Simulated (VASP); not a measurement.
# Hf (P6/mmm) in VASP: further runs, part 2 of 2

VASP 6.6.1.

### 4 Relaxation of shape and atoms at fixed volume, PBE (19.63 Å³/atom)

This run uses another cell than the first one, of 19.63 Å³/atom.

File INCAR:

```
SYSTEM = Hf
PREC = Accurate
ENCUT = 600
EDIFF = 1E-6
ISMEAR = 0
SIGMA = 0.05
LREAL = .FALSE.
LASPH = .TRUE.
NELM = 60
ALGO = Fast
ISIF = 4
LWAVE = .FALSE.
LCHARG = .FALSE.
GGA = PE
IBRION = 2
NSW = 60
EDIFFG = -0.01
```

File KPOINTS:

```
regular mesh
0
G
  10 10 14
  0 0 0
```

File POSCAR:

```
Hf
1.0
    4.7820976175      0.0000000000      0.0000000000
   -2.3910488087      4.1414180201      0.0000000000
    0.0000000000      0.0000000000      2.9734096477
Hf
3
Direct
    0.6666666667      0.3333333333      0.5000000000
    0.3333333333      0.6666666667      0.5000000000
    0.0000000000      0.0000000000      0.0000000000
```

Potentials or basis: VASP PAW PBE potentials, release 64 (Hf_pv).

Started as:

```bash
$ cat potpaw_PBE.64/Hf_pv/POTCAR > POTCAR
$ mpirun -np 1 vasp_std > vasp.out
```

OUTCAR:

```text
SYSTEM = Hf
   PREC = Accurate
   ENCUT = 600
   EDIFF = 1E-6
   ISMEAR = 0
   LREAL = .FALSE.
   LASPH = .TRUE.
   NELM = 60
   ISIF = 4
   GGA = PE
   IBRION = 2
   NSW = 60
   EDIFFG = -0.01

 ion  position               nearest neighbor table
   1  0.667  0.333  0.500-   2 2.76   2 2.76   2 2.76   3 3.14   3 3.14   3 3.14   3 3.14   3 3.14
                             3 3.14
   2  0.333  0.667  0.500-   1 2.76   1 2.76   1 2.76   3 3.14   3 3.14   3 3.14   3 3.14   3 3.14
                             3 3.14
   3  0.000  0.000  0.000-   1 3.14   2 3.14   1 3.14   2 3.14   2 3.14   2 3.14   1 3.14   1 3.14
                             1 3.14   1 3.14   2 3.14   2 3.14

  LATTYP: Found a hexagonal cell.
 ALAT       =     4.7820976175
 C/A-ratio  =     0.6217793708

  Lattice vectors:

 A1 = (   4.7820976175,   0.0000000000,   0.0000000000)
 A2 = (  -2.3910488087,   4.1414180201,   0.0000000000)
 A3 = (   0.0000000000,   0.0000000000,   2.9734096477)

Analysis of symmetry for initial positions (statically):
=====================================================================
 Subroutine PRICEL returns:
 Original cell was already a primitive cell.

 Routine SETGRP: Setting up the symmetry group for a
 hexagonal supercell.

 Subroutine GETGRP returns: Found 24 space group operations
 (whereof 24 operations were pure point group operations)
 out of a pool of 24 trial point group operations.

The static configuration has the point symmetry D_6h.

Analysis of symmetry for dynamics (positions and initial velocities):
=====================================================================
 Subroutine PRICEL returns:
 Original cell was already a primitive cell.

 Routine SETGRP: Setting up the symmetry group for a
 hexagonal supercell.

 Subroutine GETGRP returns: Found 24 space group operations
 (whereof 24 operations were pure point group operations)
 out of a pool of 24 trial point group operations.

The dynamic configuration has the point symmetry D_6h.

 Subroutine INISYM returns: Found 24 space group operations
 (whereof 24 operations are pure point group operations),
 and found     1 'primitive' translations

----------------------------------------------------------------------------------------

                                     Primitive cell

  volume of cell :      58.8874

  direct lattice vectors                    reciprocal lattice vectors
     4.782097617  0.000000000  0.000000000     0.209113255  0.120731594  0.000000000
    -2.391048809  4.141418020  0.000000000     0.000000000  0.241463188  0.000000000
     0.000000000  0.000000000  2.973409648     0.000000000  0.000000000  0.336314238

  length of vectors
     4.782097617  4.782097617  2.973409648     0.241463188  0.241463188  0.336314238

  position of ions in fractional coordinates (direct lattice)
     0.666666667  0.333333333  0.500000000
     0.333333333  0.666666667  0.500000000
     0.000000000  0.000000000  0.000000000

  ion indices of the primitive-cell ions
   primitive index   ion index
                 1           1
                 2           2
                 3           3

[... 32 lines left out ...]
  0.400000 -0.000000  0.000000      6.000000
  0.500000 -0.000000  0.000000      3.000000
[... 16 lines left out ...]
  0.300000  0.100000  0.071429     24.000000
  0.400000  0.100000  0.071429     24.000000
 [... further k-points ...]
   k-points           NKPTS =    112   k-points in BZ     NKDIM =    112   number of bands    NBANDS=     19
   number of dos      NEDOS =    301   number of ions     NIONS =      3
   total plane-waves  NPLWV =  38400
   dimension x,y,z NGX =    40 NGY =   40 NGZ =   24
   dimension x,y,z NGXF=    80 NGYF=   80 NGZF=   48
   ions per type =               3
   NGX,Y,Z   is equivalent  to a cutoff of  13.91, 13.91, 13.42 a.u.
   NGXF,Y,Z  is equivalent  to a cutoff of  27.81, 27.81, 26.84 a.u.
 SYSTEM =  Hf
   PREC   = accura    normal or accurate (medium, high low for compatibility)
   ISTART =      0    job   : 0-new  1-cont  2-samecut
   ICHARG =      2    charge: 1-file 2-atom 10-const
   ISPIN  =      1    spin polarized calculation?
   LNONCOLLINEAR =      F non collinear calculations
   LSORBIT =      F    spin-orbit coupling
   LASPH  =      T    aspherical Exc in radial PAW
   ENCUT  =  600.0 eV  44.10 Ry    6.64 a.u.   9.55  9.55  5.94*2*pi/ulx,y,z
   NELM   =     60;   NELMIN=  2; NELMDL= -5     # of ELM steps
   EDIFF  = 0.1E-05   stopping-criterion for ELM
   LREAL  =      F    real-space projection
   EDIFFG = -.1E-01   stopping-criterion for IOM
   NSW    =     60    number of steps for IOM
   IBRION =      2    ionic relax: 0-MD 1-quasi-New 2-CG
   NFREE  =      1    steps in history (QN), initial steepest desc. (CG)
   ISIF   =      4    stress and relaxation
   ISYM   =      2    0-nonsym 1-usesym 2-fastsym
   POTIM  = 0.5000    time-step for ionic-motion
   TEBEG  =    0.0;   TEEND  =   0.0 temperature during run
   PSTRESS=    0.0 pullay stress
   NELECT =      30.0000    total number of electrons
   NUPDOWN=      -1.0000    fix difference up-down
   EMIN   =  10.00;   EMAX   =-10.00  energy-range for DOS
   EFERMI =   0.00;   METHOD = LEGACY
   ISMEAR =     0;   SIGMA  =   0.05  broadening in eV -4-tet -1-fermi 0-gaus
   EFERMI_NEDOS =   21; number of points for ismear=-14 and -15
   IALGO  =     68    algorithm
   IMIX   =      4    mixing-type and parameters
     AMIX     =   0.40;   BMIX     =  1.00
     AMIX_MAG =   1.60;   BMIX_MAG =  1.00
  volume/ion in A,a.u.               =      19.63       132.46
  Fermi-wavevector in a.u.,A,eV,Ry     =   1.307498  2.470814 23.259868  1.709552
  Thomas-Fermi vector in A             =   2.438229
   LORBIT       =      0    0 simple, 1 ext, 2 COOP (PROOUT), +10 PAW based schemes
   GGA     = PE    functional components
   LHFCALC =     F    Hartree Fock is set to
   AEXX    =    0.0000 exact exchange contribution
   IVDW    =     0    specifies the selected vdW correction
   LEPSILON=     F    determine dielectric tensor
   LRPA    =     F    only Hartree local field effects (RPA)
 conjugate gradient relaxation of ions
 non-spin polarized calculation
 RMM-DIIS sequential band-by-band and
 Gauss-broadening in eV      SIGMA  =   0.05
  energy-cutoff  :      600.00
  volume of cell :       58.89
 maximum number of plane-waves:      2004
 NGX is ok and might be reduce to    40
   NGX = 19   NGY = 19   NGZ = 11

--------------------------------------- Ionic step        1  -------------------------------------------

 number of electron      29.9999999 magnetization

 Free energy of the ion-electron system (eV)
  ---------------------------------------------------
  ext. energy  EPLUGINS =         0.00000000
  ---------------------------------------------------
  free energy    TOTEN  =       -29.26957149 eV

  energy without entropy =      -29.26551621  energy(sigma->0) =      -29.26754385

------------------------ aborting loop because EDIFF is reached ----------------------------------------

  FORCE on cell =-STRESS in cart. coord.  units (eV):
  Direction    XX          YY          ZZ          XY          YZ          ZX
  --------------------------------------------------------------------------------------
  -------------------------------------------------------------------------------------
  Total        6.1180286      6.1180286      6.3179164      0.0000000     -0.0000000      0.0000000
  in kB      166.4561461    166.4561461    171.8945898      0.0000000     -0.0000000      0.0000000
  external PRESSURE =     168.2689606 kB  Pullay stress =       0.0000000 kB
[... 61 lines left out ...]
--------------------------------------- Ionic step        3  -------------------------------------------

 number of electron      29.9999998 magnetization

 Free energy of the ion-electron system (eV)
  ---------------------------------------------------
  ext. energy  EPLUGINS =         0.00000000
  ---------------------------------------------------
  free energy    TOTEN  =       -29.26971688 eV

  energy without entropy =      -29.26564750  energy(sigma->0) =      -29.26768219

 E-fermi :   5.6904     XC(G=0): -11.8924

 val. band max:        5.6829543518   @ k =   0.4000  -0.0000   0.0000
 cond. band min:       5.6950960501   @ k =   0.4000   0.1000   0.2857
 fundamental gap:      0.0121416983
 Fermi energy:         5.6903912501

 k-point     1 :       0.0000    0.0000    0.0000
  band No.  band energies     occupation
      1     -24.9043      2.00000
      2     -24.9043      2.00000
      3     -24.8283      2.00000
      4     -24.8283      2.00000
      5     -24.2874      2.00000
      6     -23.9772      2.00000
[... 505 lines left out ...]
      6     -24.1328      2.00000
[... 11 lines left out ...]
     18       6.8959      0.00000
     19       7.4637      0.00000

 [... further k-points ...]
[... 5 lines left out ...]
  --------------------------------------------------------------------------------------
  -------------------------------------------------------------------------------------
  Total        6.1879242      6.1879242      6.1792436      0.0000000      0.0000000      0.0000000
  in kB      168.3578283    168.3578283    168.1216522      0.0000000      0.0000000      0.0000000
  external PRESSURE =     168.2791029 kB  Pullay stress =       0.0000000 kB
[... 18 lines left out ...]
  FREE ENERGIE OF THE ION-ELECTRON SYSTEM (eV)
  ---------------------------------------------------
  free  energy   TOTEN  =       -29.2697168844 eV

  energy  without entropy=      -29.2656474957  energy(sigma->0) =      -29.26768219

 reached required accuracy - stopping structural energy minimisation
```

OSZICAR:

```text
N       E                     dE             d eps       ncg     rms          rms(c)
DAV:   1     0.109655788513E+03    0.10966E+03   -0.18462E+04  4256   0.170E+03
DAV:   2    -0.225923045076E+02   -0.13225E+03   -0.12777E+03  4716   0.354E+02
DAV:   3    -0.299996801984E+02   -0.74074E+01   -0.68641E+01  5883   0.459E+01
DAV:   4    -0.302012564226E+02   -0.20158E+00   -0.19293E+00  5398   0.624E+00
[... 23 lines left out ...]
DAV:   1    -0.292698385032E+02   -0.15154E-03   -0.66114E-03  4694   0.611E-01    0.104E-01
RMM:   2    -0.292697438855E+02    0.94618E-04   -0.11888E-04  4629   0.760E-02    0.346E-02
RMM:   3    -0.292697199954E+02    0.23890E-04   -0.37886E-05  4861   0.365E-02    0.332E-02
RMM:   4    -0.292697172104E+02    0.27850E-05   -0.13024E-05  4015   0.186E-02    0.302E-02
RMM:   5    -0.292697168844E+02    0.32600E-06   -0.35045E-06  3260   0.920E-03
   3 F= -.29269717E+02 E0= -.29267682E+02  d E =-.145395E-03
```

CONTCAR:

```text
Hf
   1.00000000000000
     4.7785891551486559    0.0000000000038923    0.0000000000000000
    -2.3892945775209937    4.1383796025692714   -0.0000000000000000
     0.0000000000000000   -0.0000000000000000    2.9777774328848228
  Hf
     3
Direct
     0.6666666667000030    0.3333333332999970    0.5000000000000000
     0.3333333332999970    0.6666666667000030    0.5000000000000000
     0.0000000000000000    0.0000000000000000    0.0000000000000000

  0.00000000E+00  0.00000000E+00  0.00000000E+00
  0.00000000E+00  0.00000000E+00  0.00000000E+00
  0.00000000E+00  0.00000000E+00  0.00000000E+00
```

Wall time 4.6 min (1 thread of Intel Xeon 8259CL, shared host); peak memory 0.28 GiB.

What came out:

```yaml
Free_energy: -29.2697 eV
Energy_gained_by_relaxing: 0.0 meV/atom
Ionic_steps: 3
Pressure_after_relaxing: 16.8 GPa
Band_gap_on_the_k_mesh: zero (bands 15 and 16 overlap by 1.03 eV)
```

Step by step:
| step | energy change (eV) | largest force (eV/Å) | pressure (GPa) | volume (Å³) |
| --- | --- | --- | --- | --- |
| 1 | 0.0000 | 0.0000 | 16.83 | 58.89 |
| 2 | -0.0001 | 0.0000 | 16.83 | 58.89 |
| 3 | -0.0001 | 0.0000 | 16.83 | 58.89 |

Final structure:
```xyz
3
Lattice="4.7786 0.0000 0.0000 -2.3893 4.1384 0.0000 0.0000 0.0000 2.9778" Properties=species:S:1:pos:R:3 pbc="T T T"
Hf    2.3893    1.3795    1.4889
Hf    0.0000    2.7589    1.4889
Hf    0.0000    0.0000    0.0000
```

Caveat: spin-orbit coupling is left out, which moves the levels of the heavy elements.

### 5 Relaxation of shape and atoms at fixed volume, PBE (23.20 Å³/atom)

This run uses another cell than the first one, of 23.20 Å³/atom.

File INCAR:

```
PREC = Accurate ; ENCUT = 600
EDIFF = 1E-6 ; ISMEAR = 0
SIGMA = 0.05 ; LREAL = False
LASPH = True ; NELM = 80
ALGO = Fast ; ISIF = 4
LWAVE = False ; LCHARG = False
GGA = PE ; IBRION = 2
NSW = 60 ; EDIFFG = -0.01
```

File KPOINTS:

```
regular mesh
0
Gamma
  10 10 12
```

File POSCAR:

```
Hf
1.0
    5.0593519985      0.0000000000      0.0000000000
   -2.5296759992      4.3815273574      0.0000000000
    0.0000000000      0.0000000000      3.1394422292
Hf
3
Direct
    0.6666666667      0.3333333333      0.5000000000
    0.3333333333      0.6666666667      0.5000000000
    0.0000000000      0.0000000000      0.0000000000
```

Started as:

```bash
$ cat potpaw_PBE.64/Hf_pv/POTCAR > POTCAR
$ mpirun -np 1 vasp_std > vasp.out
```

It took 3.7 min on 1 thread of Intel Xeon 8259CL, shared host; peak memory 0.3 GiB.

It converged, with:

```yaml
Free_energy: -29.6051 eV
Energy_gained_by_relaxing: 0.0 meV/atom
Ionic_steps: 2
Pressure_after_relaxing: -4.3 GPa
Band_gap_on_the_k_mesh: zero (bands 15 and 16 overlap by 0.96 eV)
```

Final structure:
```
Hf
1.0
     5.05727    0.00000    0.00000
    -2.52864    4.37973    0.00000
     0.00000    0.00000    3.14202
Hf
3
Cartesian
  2.5286 1.4599 1.5710
  0.0000 2.9198 1.5710
  0.0000 0.0000 0.0000
```

Levels at points of the mesh, in eV from the Fermi level:
| k point | band 12 | band 13 | band 14 | band 15 | band 16 | band 17 | band 18 | band 19 |
| --- | --- | --- | --- | --- | --- | --- | --- | --- |
| (0.00, 0.00, 0.00) | -0.62 | -0.62 | -0.60 | -0.59 | -0.59 | 1.09 | 2.09 | 2.09 |
| (0.50, 0.00, 0.00) | -3.36 | -0.36 | -0.31 | -0.27 | 0.25 | 0.87 | 0.90 | 1.59 |
| (0.00, 0.00, 0.50) | -2.29 | -2.19 | -1.73 | -1.73 | 1.37 | 1.37 | 1.91 | 1.91 |
| (0.50, 0.00, 0.50) | -1.83 | -1.24 | -0.69 | -0.69 | 0.35 | 0.66 | 1.10 | 1.57 |

Caveat: spin-orbit coupling is left out, which moves the levels of the heavy elements.

### 6 The runs side by side

```tsv
task	cell	k mesh	gap on the mesh (eV)	pressure (GPa)
relaxation of shape and atoms at fixed volume	relaxed from a = 4.707, b = 4.707, c = 2.930 Å, angles 90.0, 90.0, 120.0°, 3 atoms	10 × 10 × 14	none	25.0
relaxation of cell and atoms	relaxed from a = 4.962, b = 4.962, c = 3.086 Å, angles 90.0, 90.0, 120.0°, 3 atoms	10 × 10 × 12	none	0.0
relaxation of shape and atoms at fixed volume	relaxed from a = 4.782, b = 4.782, c = 2.973 Å, angles 90.0, 90.0, 120.0°, 3 atoms	10 × 10 × 14	none	16.8
relaxation of shape and atoms at fixed volume	relaxed from a = 5.059, b = 5.059, c = 3.139 Å, angles 90.0, 90.0, 120.0°, 3 atoms	10 × 10 × 12	none	-4.3
```

Alike in all rows: level PBE; potentials or basis VASP PAW PBE potentials, release 64 (Hf_pv); no spin polarisation; cutoff (eV) 600; smearing gaussian 0.05 eV.

Caveats: spin-orbit coupling is left out, which moves the levels of the heavy elements.

Total energies depend on the potentials used, so only differences within one code and one set of settings carry meaning.
